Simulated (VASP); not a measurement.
A run of VASP 6.6.1:

Contents of INCAR:

```
  PREC = Accurate
  ENCUT = 520
  EDIFF = 1E-6
  ISMEAR = -1
  SIGMA = 0.1
  LREAL = False
  LASPH = True
  NELM = 80
  ALGO = Normal
  ISIF = 2
  LWAVE = False
  LCHARG = False
  GGA = RP
  NBANDS = 12
```

The input KPOINTS:

```
Automatic mesh
0
Gamma
  15 15 15
```

POSCAR

```
Ti
1.0
    0.0000000000      2.0786501971      2.0786501971
    2.0786501971      0.0000000000      2.0786501971
    2.0786501971      2.0786501971      0.0000000000
Ti
1
Direct
    0.0000000000      0.0000000000      0.0000000000
```

Potentials or basis: VASP PAW PBE potentials, release 64 (Ti_sv).

The run is started by

```bash
$ cat potpaw_PBE.64/Ti_sv/POTCAR > POTCAR
$ mpirun -np 1 vasp_std > vasp.out
```

Hardware: 1 thread of Intel(R) Xeon(R) 6975P-C (Granite Rapids) (shared host).

**Question.** How long does it take, and how much memory?

**Answer.** It took 7.8 s on 1 thread of Intel(R) Xeon(R) 6975P-C (Granite Rapids), with other jobs on the host, peak memory 0.15 GiB. Counts: scf iterations 12, k points 120.
